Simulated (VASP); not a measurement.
Wanted: the native input for a VASP 6.6.1 run.

| Quantity | Value |
| --- | --- |
| Task | single point |
| Functional | r2SCAN |
| Potentials or basis | VASP PAW PBE potentials, release 64 (K_sv, Br) |
| Cutoff | 550 eV |
| k mesh | 6 × 6 × 2 |
| Occupations | gaussian, width 0.1 eV |
| Spin | no spin polarisation |
| Dipole correction | no |
| Further INCAR settings | ALGO = Normal; EDIFF = 1e-06; NBANDS = 28 |

Crystal: K2Br3.

```
K Br
1.0
     5.59377    0.00000    0.00000
    -2.79688    4.84435    0.00000
     0.00000    0.00000    6.69425
K Br
2 3
Direct
  0.33333 0.66667 0.20967
  0.66667 0.33333 0.79033
  0.00000 0.00000 0.00000
  0.33333 0.66667 0.70057
  0.66667 0.33333 0.29943
```

These files were run (other wordings do the same):

POSCAR

```
K2Br3
1.0
    5.5937686298      0.0000000000      0.0000000000
   -2.7968843149      4.8443457363      0.0000000000
    0.0000000000      0.0000000000      6.6942533226
K Br
2 3
Direct
    0.3333333333      0.6666666667      0.2096725352
    0.6666666667      0.3333333333      0.7903274648
    0.0000000000      0.0000000000      0.0000000000
    0.3333333333      0.6666666667      0.7005705408
    0.6666666667      0.3333333333      0.2994294592
```

INCAR.step1

```
ALGO     = Normal         # electronic algorithm
EDIFF    = 1E-5           # SCF threshold, eV
ENCUT    = 550            # plane-wave cutoff, eV
GGA      = PE             # functional
GGA_COMPAT= F            
ISMEAR   = 0              # smearing method
LASPH    = T              # aspherical terms in the spheres
LCHARG   = F              # write CHGCAR
LREAL    = F              # projectors in reciprocal space
LWAVE    = T              # write WAVECAR
NBANDS   = 28             # bands
NELM     = 120            # most SCF steps
PREC     = Accurate       # precision mode
SIGMA    = 0.1            # smearing width, eV
```

INCAR.step2

```
ALGO     = Normal         # electronic algorithm
EDIFF    = 1E-6           # SCF threshold, eV
ENCUT    = 550            # plane-wave cutoff, eV
GGA_COMPAT= F            
ISIF     = 2              # what is computed and relaxed
ISMEAR   = 0              # smearing method
ISTART   = 1            
LASPH    = T              # aspherical terms in the spheres
LCHARG   = T              # write CHGCAR
LELF     = T              # ELF
LMIXTAU  = T            
LREAL    = F              # projectors in reciprocal space
LVHAR    = T            
LWAVE    = F              # write WAVECAR
METAGGA  = R2SCAN         # meta-GGA
NBANDS   = 28             # bands
NELM     = 120            # most SCF steps
PREC     = Accurate       # precision mode
SIGMA    = 0.1            # smearing width, eV
```

KPOINTS

```
k-points
0
Gamma
  6 6 2
```

Potentials or basis: VASP PAW PBE potentials, release 64 (K_sv, Br).

The run is started by

```console
$ cat potpaw_PBE.64/K_sv/POTCAR potpaw_PBE.64/Br/POTCAR > POTCAR
$ cp INCAR.step1 INCAR
$ mpirun -np 1 vasp_std > vasp.out
$ cp INCAR.step2 INCAR
$ mpirun -np 1 vasp_std > vasp.out
```

Results of the run:

* Pressure: 0.0 GPa
* Band gap on the k mesh: zero (an odd number of electrons rules out a gap without spin polarisation)

Caveat: the k points lie up to 0.47 Å⁻¹ apart, too coarse for converged energies and pressures of a metal; the PAW data sets were made with another functional, which shifts forces and pressure a little; an odd number of electrons without spin polarisation forces a metal; a magnetic or distorted state may lie lower.

Wall time 3.1 min on 1 thread of AMD EPYC 9R45 96-Core Processor (Zen 5), with other jobs on the host, peak memory 0.38 GiB.
